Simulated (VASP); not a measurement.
# BN (P1) in VASP: further runs

BN is run at these levels: PBEsol; tasks: single point.

Program: VASP 6.6.1. These are calculated values, not measurements. Logs are shortened: lines on timing, memory, paths and dates and some standing lists are left out, and cuts for length are marked.

### 1 The cell of the first run

The typed cell holds 4 atoms: a = 2.554 Å, b = 2.554 Å, c = 4.227 Å, α = 90.00°, β = 90.00°, γ = 120.00°.

### 2 Single point, PBEsol (atom 3 (N) moved by (+0.200, -0.100) A along [1 1 0] and z)

INCAR

```
SYSTEM = BN
PREC     = Accurate       ! precision mode
ENCUT    = 520            ! plane-wave cutoff, eV
EDIFF    = 1E-6           ! SCF threshold, eV
ISMEAR   = 0              ! smearing method
SIGMA    = 0.05           ! smearing width, eV
LREAL    = .False.        ! projectors in reciprocal space
LASPH    = .True.         ! aspherical terms in the spheres
NELM     = 100            ! most SCF steps
ALGO     = Normal         ! electronic algorithm
ISIF     = 2              ! what is computed and relaxed
LWAVE    = .False.        ! write WAVECAR
LCHARG   = .False.        ! write CHGCAR
GGA      = PS             ! functional
NBANDS   = 16             ! bands
```

KPOINTS

```
regular mesh
0
Gamma
  12 12 6
  0 0 0
```

POSCAR

```
BN
1.0
    2.5539396017      0.0000000000      0.0000000000
   -1.2769698009      2.2117765748      0.0000000000
    0.0000000000      0.0000000000      4.2268550000
B N
2 2
Direct
    0.6666666667      0.3333333333      0.9997240000
    0.3333333333      0.6666666667      0.4997240000
    0.7540105546      0.3972734970      0.6016177482
    0.3333333333      0.6666666667      0.1252760000
```

Potentials or basis: VASP PAW PBE potentials, release 64 (B, N).

The run is started by

```bash
> cat potpaw_PBE.64/B/POTCAR potpaw_PBE.64/N/POTCAR > POTCAR
> mpirun -np 1 vasp_std > vasp.out
```

OUTCAR:

```text
SYSTEM = BN
   PREC = Accurate
   ENCUT = 520
   EDIFF = 1E-6
   ISMEAR = 0
   LREAL = .False.
   LASPH = .True.
   NELM = 100
   ISIF = 2
   GGA = PS

 ion  position               nearest neighbor table
   1  0.667  0.333  1.000-   4 1.57   4 1.57   4 1.57   3 1.69
   2  0.333  0.667  0.500-   3 1.35   4 1.58   3 1.60   3 1.68
   3  0.754  0.397  0.602-   2 1.35   2 1.60   2 1.68   1 1.69
   4  0.333  0.667  0.125-   1 1.57   1 1.57   1 1.57   2 1.58

  LATTYP: Found a hexagonal cell.
 ALAT       =     2.5539396017
 C/A-ratio  =     1.6550332659

  Lattice vectors:

 A1 = (   2.5539396017,   0.0000000000,   0.0000000000)
 A2 = (  -1.2769698009,   2.2117765748,   0.0000000000)
 A3 = (   0.0000000000,   0.0000000000,   4.2268550000)

Analysis of symmetry for initial positions (statically):
=====================================================================
 Subroutine PRICEL returns:
 Original cell was already a primitive cell.

 Routine SETGRP: Setting up the symmetry group for a
 hexagonal supercell.

 Subroutine GETGRP returns: Found  1 space group operations
 (whereof  1 operations were pure point group operations)
 out of a pool of 24 trial point group operations.

The static configuration has the point symmetry C_1 .

Analysis of symmetry for dynamics (positions and initial velocities):
=====================================================================
 Subroutine PRICEL returns:
 Original cell was already a primitive cell.

 Routine SETGRP: Setting up the symmetry group for a
 hexagonal supercell.

 Subroutine GETGRP returns: Found  1 space group operations
 (whereof  1 operations were pure point group operations)
 out of a pool of 24 trial point group operations.

The dynamic configuration has the point symmetry C_1 .

 Subroutine INISYM returns: Found  1 space group operations
 (whereof  1 operations are pure point group operations),
 and found     1 'primitive' translations

----------------------------------------------------------------------------------------

                                     Primitive cell

  volume of cell :      23.8764

  direct lattice vectors                    reciprocal lattice vectors
     2.553939602  0.000000000  0.000000000     0.391551938  0.226062617  0.000000000
    -1.276969801  2.211776575  0.000000000     0.000000000  0.452125233  0.000000000
     0.000000000  0.000000000  4.226855000     0.000000000  0.000000000  0.236582518

  length of vectors
     2.553939602  2.553939602  4.226855000     0.452125233  0.452125233  0.236582518

  position of ions in fractional coordinates (direct lattice)
     0.666666667  0.333333333  0.999724000
     0.333333333  0.666666667  0.499724000
     0.754010555  0.397273497  0.601617748
     0.333333333  0.666666667  0.125276000

  ion indices of the primitive-cell ions
   primitive index   ion index
                 1           1
                 2           2
                 3           3
                 4           4

----------------------------------------------------------------------------------------

 KPOINTS: regular mesh

Automatic generation of k-mesh.
 Grid dimensions read from file:
 generate k-points for:   12   12    6

 Generating k-lattice:

  Cartesian coordinates                     Fractional coordinates (reciprocal lattice)
     0.032629328  0.018838551  0.000000000     0.083333333  0.000000000  0.000000000
     0.000000000  0.037677103  0.000000000     0.000000000  0.083333333  0.000000000
     0.000000000  0.000000000  0.039430420     0.000000000  0.000000000  0.166666667

  Length of vectors
     0.037677103  0.037677103  0.039430420

  Shift w.r.t. Gamma in fractional coordinates (k-lattice)
     0.000000000  0.000000000  0.000000000

 Subroutine IBZKPT returns following result:
 ===========================================

 Found    436 irreducible k-points:

 Following reciprocal coordinates:
            Coordinates               Weight
  0.000000  0.000000  0.000000      1.000000
  0.083333  0.000000  0.000000      2.000000
  0.000000  0.083333  0.000000      2.000000
 -0.083333  0.083333  0.000000      2.000000
  0.166667  0.000000  0.000000      2.000000
  0.000000  0.166667  0.000000      2.000000
[... 16 lines left out ...]
  0.166667  0.083333  0.000000      2.000000
 -0.083333  0.250000  0.000000      2.000000
 [... further k-points ...]
   k-points           NKPTS =    436   k-points in BZ     NKDIM =    436   number of bands    NBANDS=     16
   number of dos      NEDOS =    301   number of ions     NIONS =      4
   total plane-waves  NPLWV =  12800
   dimension x,y,z NGX =    20 NGY =   20 NGZ =   32
   dimension x,y,z NGXF=    40 NGYF=   40 NGZF=   64
   ions per type =               2   2
   NGX,Y,Z   is equivalent  to a cutoff of  13.02, 13.02, 12.59 a.u.
   NGXF,Y,Z  is equivalent  to a cutoff of  26.04, 26.04, 25.17 a.u.
 SYSTEM =  BN
   PREC   = accura    normal or accurate (medium, high low for compatibility)
   ISTART =      0    job   : 0-new  1-cont  2-samecut
   ICHARG =      2    charge: 1-file 2-atom 10-const
   ISPIN  =      1    spin polarized calculation?
   LNONCOLLINEAR =      F non collinear calculations
   LSORBIT =      F    spin-orbit coupling
   LASPH  =      T    aspherical Exc in radial PAW
   ENCUT  =  520.0 eV  38.22 Ry    6.18 a.u.   4.75  4.75  7.86*2*pi/ulx,y,z
   NELM   =    100;   NELMIN=  2; NELMDL= -5     # of ELM steps
   EDIFF  = 0.1E-05   stopping-criterion for ELM
   LREAL  =      F    real-space projection
   EDIFFG = 0.1E-04   stopping-criterion for IOM
   NSW    =      0    number of steps for IOM
   IBRION =     -1    ionic relax: 0-MD 1-quasi-New 2-CG
   NFREE  =      0    steps in history (QN), initial steepest desc. (CG)
   ISIF   =      2    stress and relaxation
   ISYM   =      2    0-nonsym 1-usesym 2-fastsym
   POTIM  = 0.5000    time-step for ionic-motion
   TEBEG  =    0.0;   TEEND  =   0.0 temperature during run
   PSTRESS=    0.0 pullay stress
   NELECT =      16.0000    total number of electrons
   NUPDOWN=      -1.0000    fix difference up-down
   EMIN   =  10.00;   EMAX   =-10.00  energy-range for DOS
   EFERMI =   0.00;   METHOD = LEGACY
   ISMEAR =     0;   SIGMA  =   0.05  broadening in eV -4-tet -1-fermi 0-gaus
   EFERMI_NEDOS =   21; number of points for ismear=-14 and -15
   IALGO  =     38    algorithm
   IMIX   =      4    mixing-type and parameters
     AMIX     =   0.40;   BMIX     =  1.00
     AMIX_MAG =   1.60;   BMIX_MAG =  1.00
  volume/ion in A,a.u.               =       5.97        40.28
  Fermi-wavevector in a.u.,A,eV,Ry     =   1.432600  2.707222 27.923836  2.052344
  Thomas-Fermi vector in A             =   2.552210
   LORBIT       =      0    0 simple, 1 ext, 2 COOP (PROOUT), +10 PAW based schemes
   GGA     = PS    functional components
   LHFCALC =     F    Hartree Fock is set to
   AEXX    =    0.0000 exact exchange contribution
   IVDW    =     0    specifies the selected vdW correction
   LEPSILON=     F    determine dielectric tensor
   LRPA    =     F    only Hartree local field effects (RPA)
 non-spin polarized calculation
 Gauss-broadening in eV      SIGMA  =   0.05
  energy-cutoff  :      520.00
  volume of cell :       23.88
 maximum number of plane-waves:       660
   NGX =  9   NGY =  9   NGZ = 15

 number of electron      16.0000001 magnetization

 Free energy of the ion-electron system (eV)
  ---------------------------------------------------
  ext. energy  EPLUGINS =         0.00000000
  ---------------------------------------------------
  free energy    TOTEN  =       -35.75736968 eV

  energy without entropy =      -35.75736968  energy(sigma->0) =      -35.75736968

 E-fermi :   8.1097     XC(G=0): -12.9487

 val. band max:        7.8768544794   @ k =   0.0000   0.0000   0.0000
 cond. band min:      12.6868475646   @ k =   0.3333   0.3333   0.0000
 fundamental gap:      4.8099930852
 Fermi energy:         8.1096657416

 k-point     1 :       0.0000    0.0000    0.0000
  band No.  band energies     occupation
      1     -12.9853      2.00000
      2      -8.8064      2.00000
      3      -3.4429      2.00000
      4       3.8485      2.00000
      5       5.8739      2.00000
      6       6.7301      2.00000
[... 8 lines left out ...]
     15      21.7068      0.00000
     16      23.2603      0.00000

 k-point     2 :       0.0833    0.0000    0.0000
  band No.  band energies     occupation
      1     -12.8368      2.00000
      2      -8.6976      2.00000
      3      -3.2888      2.00000
      4       3.3349      2.00000
      5       5.5104      2.00000
      6       6.1886      2.00000
[... 8 lines left out ...]
     15      21.6466      0.00000
     16      23.1198      0.00000

 k-point     3 :       0.0000    0.0833    0.0000
  band No.  band energies     occupation
      1     -12.8362      2.00000
      2      -8.6905      2.00000
      3      -3.2930      2.00000
      4       3.5802      2.00000
      5       5.1799      2.00000
      6       6.4668      2.00000
[... 8 lines left out ...]
     15      21.8946      0.00000
     16      23.1266      0.00000

 k-point     4 :      -0.0833    0.0833    0.0000
  band No.  band energies     occupation
      1     -12.8364      2.00000
      2      -8.6931      2.00000
      3      -3.2917      2.00000
      4       3.4781      2.00000
      5       5.3120      2.00000
      6       6.4034      2.00000
[... 8 lines left out ...]
     15      21.8726      0.00000
     16      23.1885      0.00000
[... 324 lines left out ...]
 k-point    22 :      -0.1667    0.0833    0.0000
  band No.  band energies     occupation
      1     -12.5420      2.00000
      2      -8.4861      2.00000
      3      -2.9850      2.00000
      4       2.5172      2.00000
      5       4.6779      2.00000
      6       5.5081      2.00000
[... 8 lines left out ...]
     15      21.7051      0.00000
     16      23.0886      0.00000

 k-point    23 :       0.1667    0.0833    0.0000
  band No.  band energies     occupation
      1     -11.9614      2.00000
      2      -8.0954      2.00000
      3      -2.3910      2.00000
      4       1.2152      2.00000
      5       3.3347      2.00000
      6       4.3501      2.00000
[... 8 lines left out ...]
     15      21.5726      0.00000
     16      23.4050      0.00000

 k-point    24 :      -0.0833    0.2500    0.0000
  band No.  band energies     occupation
      1     -11.9616      2.00000
      2      -8.0412      2.00000
      3      -2.4248      2.00000
      4       1.9166      2.00000
      5       2.6781      2.00000
      6       4.7935      2.00000
[... 8 lines left out ...]
     15      22.3099      0.00000
     16      23.8400      0.00000

 [... further k-points ...]
[... 5 lines left out ...]
  --------------------------------------------------------------------------------------
  -------------------------------------------------------------------------------------
  Total        2.4105864     -0.1584411      0.1250384      1.8003575     -0.5565727     -1.1717833
  in kB      161.7573644    -10.6318611      8.3904402    120.8092310    -37.3476483    -78.6300666
  external PRESSURE =      53.1719812 kB  Pullay stress =       0.0000000 kB

 VOLUME and BASIS-vectors are now :
 -----------------------------------------------------------------------------
  energy-cutoff  :      520.00
  volume of cell :       23.88
      direct lattice vectors                 reciprocal lattice vectors
     2.553939602  0.000000000  0.000000000     0.391551938  0.226062617  0.000000000
    -1.276969801  2.211776575  0.000000000     0.000000000  0.452125233  0.000000000
     0.000000000  0.000000000  4.226855000     0.000000000  0.000000000  0.236582518

 POSITION                                       TOTAL-FORCE (eV/Angst)
 -----------------------------------------------------------------------------------
      1.27697      0.73726      4.22569         0.670670      0.624066     -0.459371
     -0.00000      1.47452      2.11226         5.399353      3.576996     -2.599300
      1.41839      0.87868      2.54295        -6.231758     -4.326326      4.450165
     -0.00000      1.47452      0.52952         0.161735      0.125264     -1.391494
 -----------------------------------------------------------------------------------
    total drift:                               -0.000012     -0.000101      0.000109

  FREE ENERGIE OF THE ION-ELECTRON SYSTEM (eV)
  ---------------------------------------------------
  free  energy   TOTEN  =       -35.7573696824 eV

  energy  without entropy=      -35.7573696824  energy(sigma->0) =      -35.75736968
```

Run time: 76 s. Hardware: 1 thread of Intel Xeon 6975P-C (Granite Rapids), shared host; peak memory 0.24 GiB.

Results:

- Free energy: -35.7574 eV
- Pressure: 5.3 GPa
- Largest force: 8.795 eV/Å
- Band gap on the k mesh: 4.81 eV, indirect (least direct gap 7.16 eV)

Forces on the atoms (eV/Å):
```
B    0.671  0.624 -0.459
B    5.399  3.577 -2.599
N   -6.232 -4.326  4.450
N    0.162  0.125 -1.391
```

Levels at points of the mesh, in eV from the valence-band top:
| k point | band 5 | band 6 | band 7 | band 8 | band 9 | band 10 | band 11 | band 12 |
| --- | --- | --- | --- | --- | --- | --- | --- | --- |
| (0.00, 0.00, 0.00) | -2.00 | -1.15 | -0.23 | 0.00 | 7.16 | 7.18 | 8.35 | 8.58 |
| (0.50, 0.00, 0.00) | -6.63 | -5.47 | -5.28 | -2.56 | 6.05 | 8.64 | 10.35 | 10.83 |
| (0.00, 0.50, 0.00) | -7.52 | -5.88 | -3.91 | -3.02 | 5.45 | 6.36 | 9.95 | 10.67 |
| (0.50, 0.50, 0.00) | -7.42 | -5.52 | -4.29 | -2.82 | 5.33 | 6.83 | 9.89 | 10.49 |
| (0.00, 0.00, 0.50) | -3.45 | -1.68 | -1.60 | -0.47 | 7.15 | 8.18 | 8.55 | 9.30 |
| (0.50, 0.00, 0.50) | -4.38 | -4.05 | -3.88 | -3.32 | 5.57 | 6.01 | 8.27 | 9.40 |
| (0.00, 0.50, 0.50) | -5.46 | -4.32 | -4.06 | -3.30 | 5.27 | 5.76 | 8.59 | 9.50 |
| (0.50, 0.50, 0.50) | -5.14 | -4.31 | -3.94 | -3.05 | 5.22 | 5.59 | 8.35 | 9.19 |

Caveat: the cell differs from its parent crystal (atom 3 (N) moved by (+0.200, -0.100) A along [1 1 0] and z); the PAW data sets were made with another functional, which shifts forces and pressure a little. A k mesh can miss the band edges.

### 3 Single point, PBEsol (atom 3 (N) moved by (+0.200, +0.100) A along [1 1 0] and z)

INCAR

```
ALGO     = Normal         # electronic algorithm
EDIFF    = 1E-6           # SCF threshold, eV
ENCUT    = 520            # plane-wave cutoff, eV
GGA      = PS             # functional
ISIF     = 2              # what is computed and relaxed
ISMEAR   = 0              # smearing method
LASPH    = True           # aspherical terms in the spheres
LCHARG   = False          # write CHGCAR
LREAL    = False          # projectors in reciprocal space
LWAVE    = False          # write WAVECAR
NBANDS   = 16             # bands
NELM     = 80             # most SCF steps
PREC     = Accurate       # precision mode
SIGMA    = 0.05           # smearing width, eV
```

KPOINTS

```
k-points
0
Gamma
  12 12 6
```

POSCAR, as its differences from that of step 2:

```diff
@@ -10,3 +10,3 @@
     0.3333333333      0.6666666667      0.4997240000
-    0.7540105546      0.3972734970      0.6016177482
+    0.7540105546      0.3972734970      0.6489342518
     0.3333333333      0.6666666667      0.1252760000
```

Potentials or basis: VASP PAW PBE potentials, release 64 (B, N).

The run is started by

```bash
> cat potpaw_PBE.64/B/POTCAR potpaw_PBE.64/N/POTCAR > POTCAR
> mpirun -np 1 vasp_std > vasp.out
```

It took 76 s on 1 thread of Intel Xeon 6975P-C (Granite Rapids), shared host; peak memory 0.24 GiB.

Results (log left out):

| Item | Value |
| --- | --- |
| Free energy | -35.9834 eV |
| Pressure | 1.5 GPa |
| Largest force | 5.523 eV/Å |
| Band gap on the k mesh | 3.55 eV, indirect (least direct gap 7.07 eV) |

Forces in eV/Å, atoms in the order of the input:
```
B    0.666  0.619  1.046
B    3.160  2.040  0.370
N   -3.912 -2.710 -2.802
N    0.086  0.051  1.385
```

Stress tensor (GPa, compression positive):
```
 4.10  5.11 -4.77
 5.11 -0.85 -1.95
-4.77 -1.95  1.20
```

Levels at points of the mesh, in eV from the valence-band top:
```csv
k point,band 4,band 5,band 6,band 7,band 8,band 9,band 10,band 11,band 12,band 13
"(0.00, 0.00, 0.00)",-3.59,-2.32,-1.80,-0.59,0.00,7.08,7.53,7.99,8.37,9.28
"(0.50, 0.00, 0.00)",-9.17,-7.15,-6.34,-5.44,-2.18,5.82,8.01,8.91,10.55,11.90
"(0.00, 0.50, 0.00)",-8.27,-7.89,-5.76,-4.89,-2.66,5.37,5.58,8.77,10.36,12.02
"(0.50, 0.50, 0.00)",-8.18,-8.09,-5.64,-5.20,-2.43,5.15,6.18,8.68,10.48,12.05
"(0.00, 0.00, 0.50)",-6.43,-2.69,-2.03,-1.95,-0.37,7.17,7.90,8.66,8.90,9.24
"(0.50, 0.00, 0.50)",-10.97,-4.72,-4.58,-4.31,-3.48,5.50,5.84,8.48,9.85,12.03
"(0.00, 0.50, 0.50)",-10.16,-5.50,-4.74,-4.34,-3.75,5.05,5.62,8.43,9.32,12.75
"(0.50, 0.50, 0.50)",-10.40,-5.50,-4.71,-4.29,-3.27,4.82,5.63,8.35,9.21,12.75
```

Caveat: the cell differs from its parent crystal (atom 3 (N) moved by (+0.200, +0.100) A along [1 1 0] and z); the PAW data sets were made with another functional, which shifts forces and pressure a little. A k mesh can miss the band edges.
